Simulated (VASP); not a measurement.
# ZnS (F-43m) in VASP: a series of runs

ZnS is run at these levels: r2SCAN+D3(BJ), r2SCAN; tasks: single point.

Program: VASP 6.6.1. These are calculated values, not measurements. Logs are shortened: lines on timing, memory, paths and dates and some standing lists are left out, and cuts for length are marked.

**Experimental background.**

“Electronic, vibrational, and thermodynamic properties of ZnS (zincblende and rocksalt structure)”, 2009, arxiv:0911.5022 quotes, for a bulk crystal of ZnS at 19 K: band gap 3.85 eV (direct).

How close the calculation comes is told below.

## 1. The cell of the first run

Symmetry: F-43m, No. 216, cubic system. The conventional cell has a = 5.294 Å, b = 5.294 Å, c = 5.294 Å, α = 90.00°, β = 90.00°, γ = 90.00°. Zn (site symmetry -43m) has 4 S at 2.29 Å within 3.0 Å. S (site symmetry -43m) has 4 Zn at 2.29 Å within 3.0 Å.

## 2. Single point, r2SCAN+D3(BJ)

POSCAR reads:

```
ZnS
1.0
    0.0000000000      2.6468416657      2.6468416657
    2.6468416657      0.0000000000      2.6468416657
    2.6468416657      2.6468416657      0.0000000000
Zn S
1 1
Direct
    0.7500000000      0.7500000000      0.7500000000
    0.0000000000      0.0000000000      0.0000000000
```

INCAR.step1 reads:

```
SYSTEM = ZnS
PREC = Accurate ; ENCUT = 520
ISMEAR = -1 ; SIGMA = 0.05
LREAL = .FALSE. ; LASPH = .TRUE.
NELM = 60 ; NBANDS = 16
GGA = PE ; ALGO = Normal
EDIFF = 1E-4 ; LWAVE = .TRUE.
LCHARG = .FALSE.
```

INCAR.step2 reads:

```
SYSTEM = ZnS
PREC = Accurate ; ENCUT = 520
EDIFF = 1E-7 ; ISMEAR = -1
SIGMA = 0.05 ; LREAL = .FALSE.
LASPH = .TRUE. ; NELM = 60
ALGO = Normal ; ISIF = 2
LWAVE = .FALSE. ; LCHARG = .FALSE.
METAGGA = R2SCAN ; LMIXTAU = .TRUE.
IVDW = 12 ; VDW_S6 = 1.0
VDW_S8 = 0.78981345 ; VDW_A1 = 0.49484001
VDW_A2 = 5.73083694 ; NBANDS = 16
ISTART = 1
```

KPOINTS reads:

```
Automatic mesh
0
G
  9 9 9
  0 0 0
```

Potentials or basis: VASP PAW PBE potentials, release 64 (Zn, S).

Launch:

```sh
$ cat potpaw_PBE.64/Zn/POTCAR potpaw_PBE.64/S/POTCAR > POTCAR
$ cp INCAR.step1 INCAR
$ mpirun -np 1 vasp_std > vasp.out
$ cp INCAR.step2 INCAR
$ mpirun -np 1 vasp_std > vasp.out
```

OUTCAR:

```text
SYSTEM = ZnS
   PREC = Accurate
   ENCUT = 520
   EDIFF = 1E-7
   ISMEAR = -1
   LREAL = .FALSE.
   LASPH = .TRUE.
   NELM = 60
   ISIF = 2
   METAGGA = R2SCAN
   IVDW = 12
   ISTART = 1
 IVDW          = 12

 ion  position               nearest neighbor table
   1  0.750  0.750  0.750-   2 2.29   2 2.29   2 2.29   2 2.29
   2  0.000  0.000  0.000-   1 2.29   1 2.29   1 2.29   1 2.29

  LATTYP: Found a face centered cubic cell.
 ALAT       =     5.2936833314

  Lattice vectors:

 A1 = (   0.0000000000,   2.6468416657,   2.6468416657)
 A2 = (   2.6468416657,   0.0000000000,   2.6468416657)
 A3 = (   2.6468416657,   2.6468416657,   0.0000000000)

Analysis of symmetry for initial positions (statically):
=====================================================================
 Subroutine PRICEL returns:
 Original cell was already a primitive cell.

 Routine SETGRP: Setting up the symmetry group for a
 face centered cubic supercell.

 Subroutine GETGRP returns: Found 24 space group operations
 (whereof 24 operations were pure point group operations)
 out of a pool of 48 trial point group operations.

The static configuration has the point symmetry T_d .

Analysis of symmetry for dynamics (positions and initial velocities):
=====================================================================
 Subroutine PRICEL returns:
 Original cell was already a primitive cell.

 Routine SETGRP: Setting up the symmetry group for a
 face centered cubic supercell.

 Subroutine GETGRP returns: Found 24 space group operations
 (whereof 24 operations were pure point group operations)
 out of a pool of 48 trial point group operations.

The dynamic configuration has the point symmetry T_d .

 Subroutine INISYM returns: Found 24 space group operations
 (whereof 24 operations are pure point group operations),
 and found     1 'primitive' translations

----------------------------------------------------------------------------------------

                                     Primitive cell

  volume of cell :      37.0863

  direct lattice vectors                    reciprocal lattice vectors
     0.000000000  2.646841666  2.646841666    -0.188904386  0.188904386  0.188904386
     2.646841666  0.000000000  2.646841666     0.188904386 -0.188904386  0.188904386
     2.646841666  2.646841666  0.000000000     0.188904386  0.188904386 -0.188904386
[... 80 lines left out ...]
   LSORBIT =      F    spin-orbit coupling
   LASPH  =      T    aspherical Exc in radial PAW
   ENCUT  =  520.0 eV  38.22 Ry    6.18 a.u.   6.96  6.96  6.96*2*pi/ulx,y,z
   NELM   =     60;   NELMIN=  2; NELMDL=  0     # of ELM steps
   EDIFF  = 0.1E-06   stopping-criterion for ELM
   LREAL  =      F    real-space projection
   EDIFFG = 0.1E-05   stopping-criterion for IOM
   NSW    =      0    number of steps for IOM
   IBRION =     -1    ionic relax: 0-MD 1-quasi-New 2-CG
   NFREE  =      0    steps in history (QN), initial steepest desc. (CG)
   ISIF   =      2    stress and relaxation
   ISYM   =      2    0-nonsym 1-usesym 2-fastsym
   POTIM  = 0.5000    time-step for ionic-motion
   TEBEG  =    0.0;   TEEND  =   0.0 temperature during run
   PSTRESS=    0.0 pullay stress
   NELECT =      18.0000    total number of electrons
   NUPDOWN=      -1.0000    fix difference up-down
   EMIN   =  10.00;   EMAX   =-10.00  energy-range for DOS
   EFERMI =   0.00;   METHOD = LEGACY
   ISMEAR =    -1;   SIGMA  =   0.05  broadening in eV -4-tet -1-fermi 0-gaus
   EFERMI_NEDOS =   21; number of points for ismear=-14 and -15
   IALGO  =     38    algorithm
   IMIX   =      4    mixing-type and parameters
     AMIX     =   0.40;   BMIX     =  1.00
     AMIX_MAG =   1.60;   BMIX_MAG =  1.00
  volume/ion in A,a.u.               =      18.54       125.14
  Fermi-wavevector in a.u.,A,eV,Ry     =   1.286553  2.431233 22.520619  1.655219
  Thomas-Fermi vector in A             =   2.418621
   LORBIT       =      0    0 simple, 1 ext, 2 COOP (PROOUT), +10 PAW based schemes
   METAGGA = R2SCAN    functional components
   LHFCALC =     F    Hartree Fock is set to
   AEXX    =    0.0000 exact exchange contribution
   IVDW    =    12    specifies the selected vdW correction
   LEPSILON=     F    determine dielectric tensor
   LRPA    =     F    only Hartree local field effects (RPA)
 non-spin polarized calculation
  energy-cutoff  :      520.00
  volume of cell :       37.09
 maximum number of plane-waves:      1018
   NGX = 13   NGY = 13   NGZ = 13

 number of electron      18.0000013 magnetization

 Free energy of the ion-electron system (eV)
  ---------------------------------------------------
  ext. energy  EPLUGINS =         0.00000000
  ---------------------------------------------------
  free energy    TOTEN  =       -18.83791332 eV

  energy without entropy =      -18.83791332  energy(sigma->0) =      -18.83791332

 E-fermi :   3.4791     XC(G=0): -10.6016

 val. band max:        2.4352647957   @ k =   0.0000   0.0000   0.0000
 cond. band min:       5.4042294675   @ k =   0.0000   0.0000   0.0000
 fundamental gap:      2.9689646718
 Fermi energy:         3.4791390795

 k-point     1 :       0.0000    0.0000    0.0000
  band No.  band energies     occupation
      1     -11.7078      2.00000
      2      -4.3356      2.00000
      3      -4.3356      2.00000
      4      -4.3356      2.00000
      5      -3.7069      2.00000
      6      -3.7069      2.00000
[... 433 lines left out ...]
      3      -3.9373      2.00000
      4      -3.9373      2.00000
      5      -3.6176      2.00000
      6      -3.5409      2.00000
[... 8 lines left out ...]
     15      16.7761      0.00000
     16      18.5157      0.00000

 [... further k-points ...]

------------------------ aborting loop because EDIFF is reached ----------------------------------------

 Edisp (eV)   -0.31128

 E8    (eV) :    -0.0933

  FORCE on cell =-STRESS in cart. coord.  units (eV):
  Direction    XX          YY          ZZ          XY          YZ          ZX
  --------------------------------------------------------------------------------------
  -------------------------------------------------------------------------------------
  Total       0.78981     0.78981     0.78981     0.00000     0.00000     0.00000
  in kB      34.12068    34.12068    34.12068     0.00000     0.00000     0.00000
  external pressure =       34.12 kB  Pullay stress =        0.00 kB

 VOLUME and BASIS-vectors are now :
 -----------------------------------------------------------------------------
  energy-cutoff  :      520.00
  volume of cell :       37.09
      direct lattice vectors                 reciprocal lattice vectors
     0.000000000  2.646841666  2.646841666    -0.188904386  0.188904386  0.188904386
     2.646841666  0.000000000  2.646841666     0.188904386 -0.188904386  0.188904386
     2.646841666  2.646841666  0.000000000     0.188904386  0.188904386 -0.188904386

 POSITION                                       TOTAL-FORCE (eV/Angst)
 -----------------------------------------------------------------------------------
      3.97026      3.97026      3.97026        -0.000000     -0.000000     -0.000000
      0.00000      0.00000      0.00000         0.000000      0.000000      0.000000
 -----------------------------------------------------------------------------------
    total drift:                                0.000017      0.000017      0.000017

  FREE ENERGIE OF THE ION-ELECTRON SYSTEM (eV)
  ---------------------------------------------------
  free  energy   TOTEN  =       -19.1491892963 eV

  energy  without entropy=      -19.1491892963  energy(sigma->0) =      -19.14918930
```

OUTCAR.step1:

```text
SYSTEM = ZnS
   PREC = Accurate
   ENCUT = 520
   ISMEAR = -1
   LREAL = .FALSE.
   LASPH = .TRUE.
[... 676 lines left out ...]
      3.97026      3.97026      3.97026         0.000000      0.000000      0.000000
      0.00000      0.00000      0.00000        -0.000000     -0.000000     -0.000000
 -----------------------------------------------------------------------------------
    total drift:                                0.000002      0.000002      0.000002

  FREE ENERGIE OF THE ION-ELECTRON SYSTEM (eV)
  ---------------------------------------------------
  free  energy   TOTEN  =        -6.7827207465 eV

  energy  without entropy=       -6.7827207464  energy(sigma->0) =       -6.78272075
```

OSZICAR.step1:

```text
N       E                     dE             d eps       ncg     rms          rms(c)
DAV:   1     0.852934828645E+02    0.85293E+02   -0.86525E+03  1120   0.137E+03
DAV:   2    -0.159227823838E+01   -0.86886E+02   -0.81026E+02  1272   0.269E+02
DAV:   3    -0.716152869468E+01   -0.55693E+01   -0.55418E+01  1408   0.633E+01
DAV:   4    -0.721523658148E+01   -0.53708E-01   -0.53696E-01  1376   0.642E+00
DAV:   5    -0.721575082486E+01   -0.51424E-03   -0.51424E-03  1432   0.605E-01    0.773E+00
DAV:   6    -0.680584984340E+01    0.40990E+00   -0.74037E-01  1648   0.312E+01    0.596E+00
DAV:   7    -0.678319878722E+01    0.22651E-01   -0.27698E-01  1368   0.490E+00    0.298E+00
DAV:   8    -0.678242915370E+01    0.76963E-03   -0.58253E-03  1464   0.111E+00    0.796E-01
DAV:   9    -0.678257203589E+01   -0.14288E-03   -0.13983E-03  1440   0.289E-01    0.871E-02
DAV:  10    -0.678270270986E+01   -0.13067E-03   -0.16694E-04  1376   0.945E-02    0.401E-02
DAV:  11    -0.678272074651E+01   -0.18037E-04   -0.36795E-05   920   0.476E-02
   1 F= -.67827207E+01 E0= -.67827207E+01  d E =-.698190E-10
```

Run time: 56 s. Hardware: 1 thread of AMD EPYC 9R45 (Zen 5), shared host; peak memory 0.15 GiB.

Results:

| Property | Result |
| --- | --- |
| Free energy | -19.1492 eV |
| Pressure | 3.4 GPa |
| Band gap on the k mesh | 2.97 eV, direct |
| Dispersion energy per atom | -0.156 eV |

Caveat: the PAW data sets were made with another functional, which shifts forces and pressure a little. r2SCAN opens gaps a little over a GGA but as a rule still falls short of measured ones.

## 3. Single point, r2SCAN+D3(BJ)

This run uses another cell than the first one, of 18.94 Å³/atom, 1.021 times its volume.

POSCAR reads:

```
ZnS
1.0
    0.0000000000      2.6654820099      2.6654820099
    2.6654820099      0.0000000000      2.6654820099
    2.6654820099      2.6654820099      0.0000000000
Zn S
1 1
Direct
    0.7500000000      0.7500000000      0.7500000000
    0.0000000000      0.0000000000      0.0000000000
```

INCAR.step1 reads:

```
SYSTEM = ZnS
PREC = Accurate
ENCUT = 520
ISMEAR = -1
SIGMA = 0.05
LREAL = .False.
LASPH = .True.
NELM = 80
NBANDS = 16
GGA = PE
ALGO = Normal
EDIFF = 1E-4
LWAVE = .True.
LCHARG = .False.
```

INCAR.step2 reads:

```
SYSTEM = ZnS
PREC = Accurate
ENCUT = 520
EDIFF = 1E-7
ISMEAR = -1
SIGMA = 0.05
LREAL = .False.
LASPH = .True.
NELM = 80
ALGO = Normal
ISIF = 2
LWAVE = .False.
LCHARG = .True.
METAGGA = R2SCAN
LMIXTAU = .True.
IVDW = 12
VDW_S6 = 1.0
VDW_S8 = 0.78981345
VDW_A1 = 0.49484001
VDW_A2 = 5.73083694
LELF = .True.
LVHAR = .True.
NBANDS = 16
ISTART = 1
```

KPOINTS reads:

```
Automatic mesh
0
Gamma
  9 9 9
  0 0 0
```

Potentials or basis: VASP PAW PBE potentials, release 64 (Zn, S).

Launch:

```sh
$ cat potpaw_PBE.64/Zn/POTCAR potpaw_PBE.64/S/POTCAR > POTCAR
$ cp INCAR.step1 INCAR
$ mpirun -np 1 vasp_std > vasp.out
$ cp INCAR.step2 INCAR
$ mpirun -np 1 vasp_std > vasp.out
```

OUTCAR:

```text
SYSTEM = ZnS
   PREC = Accurate
   ENCUT = 520
   EDIFF = 1E-7
   ISMEAR = -1
   LREAL = .False.
   LASPH = .True.
   NELM = 80
   ISIF = 2
   METAGGA = R2SCAN
   IVDW = 12
   ISTART = 1
 IVDW          = 12

 ion  position               nearest neighbor table
   1  0.750  0.750  0.750-   2 2.31   2 2.31   2 2.31   2 2.31
   2  0.000  0.000  0.000-   1 2.31   1 2.31   1 2.31   1 2.31

  LATTYP: Found a face centered cubic cell.
 ALAT       =     5.3309640198

  Lattice vectors:

 A1 = (   0.0000000000,   2.6654820099,   2.6654820099)
 A2 = (   2.6654820099,   0.0000000000,   2.6654820099)
 A3 = (   2.6654820099,   2.6654820099,   0.0000000000)

Analysis of symmetry for initial positions (statically):
=====================================================================
 Subroutine PRICEL returns:
 Original cell was already a primitive cell.

 Routine SETGRP: Setting up the symmetry group for a
 face centered cubic supercell.

 Subroutine GETGRP returns: Found 24 space group operations
 (whereof 24 operations were pure point group operations)
 out of a pool of 48 trial point group operations.

The static configuration has the point symmetry T_d .

Analysis of symmetry for dynamics (positions and initial velocities):
=====================================================================
 Subroutine PRICEL returns:
 Original cell was already a primitive cell.

 Routine SETGRP: Setting up the symmetry group for a
 face centered cubic supercell.

 Subroutine GETGRP returns: Found 24 space group operations
 (whereof 24 operations were pure point group operations)
 out of a pool of 48 trial point group operations.

The dynamic configuration has the point symmetry T_d .

 Subroutine INISYM returns: Found 24 space group operations
 (whereof 24 operations are pure point group operations),
[... 110 lines left out ...]
   EFERMI =   0.00;   METHOD = LEGACY
   ISMEAR =    -1;   SIGMA  =   0.05  broadening in eV -4-tet -1-fermi 0-gaus
   EFERMI_NEDOS =   21; number of points for ismear=-14 and -15
   IALGO  =     38    algorithm
   IMIX   =      4    mixing-type and parameters
     AMIX     =   0.40;   BMIX     =  1.00
     AMIX_MAG =   1.60;   BMIX_MAG =  1.00
  volume/ion in A,a.u.               =      18.94       127.80
  Fermi-wavevector in a.u.,A,eV,Ry     =   1.277556  2.414231 22.206736  1.632149
  Thomas-Fermi vector in A             =   2.410149
   LORBIT       =      0    0 simple, 1 ext, 2 COOP (PROOUT), +10 PAW based schemes
   METAGGA = R2SCAN    functional components
   LHFCALC =     F    Hartree Fock is set to
   AEXX    =    0.0000 exact exchange contribution
   IVDW    =    12    specifies the selected vdW correction
   LEPSILON=     F    determine dielectric tensor
   LRPA    =     F    only Hartree local field effects (RPA)
 non-spin polarized calculation
  energy-cutoff  :      520.00
  volume of cell :       37.88
 maximum number of plane-waves:      1032
   NGX = 13   NGY = 13   NGZ = 13

 number of electron      18.0000019 magnetization

 Free energy of the ion-electron system (eV)
  ---------------------------------------------------
  ext. energy  EPLUGINS =         0.00000000
  ---------------------------------------------------
  free energy    TOTEN  =       -18.85613766 eV

  energy without entropy =      -18.85613766  energy(sigma->0) =      -18.85613766

 E-fermi :   3.2723     XC(G=0): -10.4926

 val. band max:        2.2243901425   @ k =   0.0000   0.0000   0.0000
 cond. band min:       5.0920753551   @ k =   0.0000   0.0000   0.0000
 fundamental gap:      2.8676852126
 Fermi energy:         3.2723405372

 k-point     1 :       0.0000    0.0000    0.0000
  band No.  band energies     occupation
      1     -11.7546      2.00000
      2      -4.4484      2.00000
      3      -4.4484      2.00000
      4      -4.4484      2.00000
      5      -3.8488      2.00000
      6      -3.8488      2.00000
[... 433 lines left out ...]
      3      -4.0681      2.00000
      4      -4.0680      2.00000
      5      -3.7644      2.00000
      6      -3.6861      2.00000
[... 8 lines left out ...]
     15      16.5384      0.00000
     16      18.1987      0.00000

 [... further k-points ...]

------------------------ aborting loop because EDIFF is reached ----------------------------------------

 Edisp (eV)   -0.30480

 E8    (eV) :    -0.0914

  FORCE on cell =-STRESS in cart. coord.  units (eV):
  Direction    XX          YY          ZZ          XY          YZ          ZX
  --------------------------------------------------------------------------------------
  -------------------------------------------------------------------------------------
  Total       0.34697     0.34697     0.34697     0.00000     0.00000    -0.00000
  in kB      14.67735    14.67735    14.67735     0.00000     0.00000    -0.00000
  external pressure =       14.68 kB  Pullay stress =        0.00 kB

 VOLUME and BASIS-vectors are now :
 -----------------------------------------------------------------------------
  energy-cutoff  :      520.00
  volume of cell :       37.88
      direct lattice vectors                 reciprocal lattice vectors
     0.000000000  2.665482010  2.665482010    -0.187583333  0.187583333  0.187583333
     2.665482010  0.000000000  2.665482010     0.187583333 -0.187583333  0.187583333
     2.665482010  2.665482010  0.000000000     0.187583333  0.187583333 -0.187583333

 POSITION                                       TOTAL-FORCE (eV/Angst)
 -----------------------------------------------------------------------------------
      3.99822      3.99822      3.99822        -0.000000     -0.000000     -0.000000
      0.00000      0.00000      0.00000         0.000000      0.000000      0.000000
 -----------------------------------------------------------------------------------
    total drift:                                0.000012      0.000012      0.000012

  FREE ENERGIE OF THE ION-ELECTRON SYSTEM (eV)
  ---------------------------------------------------
  free  energy   TOTEN  =       -19.1609425111 eV

  energy  without entropy=      -19.1609425111  energy(sigma->0) =      -19.16094251
```

OUTCAR.step1:

```text
SYSTEM = ZnS
   PREC = Accurate
   ENCUT = 520
   ISMEAR = -1
   LREAL = .False.
   LASPH = .True.
[... 676 lines left out ...]
      3.99822      3.99822      3.99822         0.000000      0.000000      0.000000
      0.00000      0.00000      0.00000        -0.000000     -0.000000     -0.000000
 -----------------------------------------------------------------------------------
    total drift:                                0.000002      0.000002      0.000002

  FREE ENERGIE OF THE ION-ELECTRON SYSTEM (eV)
  ---------------------------------------------------
  free  energy   TOTEN  =        -6.8133472348 eV

  energy  without entropy=       -6.8133472348  energy(sigma->0) =       -6.81334723
```

OSZICAR.step1:

```text
N       E                     dE             d eps       ncg     rms          rms(c)
DAV:   1     0.836508899131E+02    0.83651E+02   -0.86041E+03  1120   0.136E+03
DAV:   2    -0.184828265128E+01   -0.85499E+02   -0.78183E+02  1272   0.257E+02
DAV:   3    -0.719080651930E+01   -0.53425E+01   -0.53163E+01  1424   0.605E+01
DAV:   4    -0.724299842557E+01   -0.52192E-01   -0.52176E-01  1312   0.631E+00
DAV:   5    -0.724353276012E+01   -0.53433E-03   -0.53432E-03  1424   0.615E-01    0.742E+00
DAV:   6    -0.683565760263E+01    0.40788E+00   -0.73953E-01  1672   0.307E+01    0.576E+00
DAV:   7    -0.681376017350E+01    0.21897E-01   -0.26503E-01  1352   0.475E+00    0.289E+00
DAV:   8    -0.681301150402E+01    0.74867E-03   -0.55617E-03  1504   0.103E+00    0.766E-01
DAV:   9    -0.681319373047E+01   -0.18223E-03   -0.13549E-03  1384   0.287E-01    0.903E-02
DAV:  10    -0.681334335296E+01   -0.14962E-03   -0.19187E-04  1376   0.100E-01    0.316E-02
DAV:  11    -0.681334723485E+01   -0.38819E-05   -0.28334E-05   808   0.410E-02
   1 F= -.68133472E+01 E0= -.68133472E+01  d E =-.510301E-10
```

It took 53 s on 1 thread of AMD EPYC 9R45 (Zen 5), shared host; peak memory 0.15 GiB.

Results:

| Quantity | Value |
| --- | --- |
| Free energy | -19.1609 eV |
| Pressure | 1.5 GPa |
| Band gap on the k mesh | 2.87 eV, direct |
| Dispersion energy per atom | -0.152 eV |

Levels at points of the mesh, in eV from the valence-band top:
```tsv
k point	band 6	band 7	band 8	band 9	band 10	band 11	band 12	band 13
(0.00, 0.00, 0.00)	-6.07	0.00	0.00	0.00	2.87	6.87	6.87	6.87
```

Caveat: the PAW data sets were made with another functional, which shifts forces and pressure a little.

(Continued in part 2 of 2.)
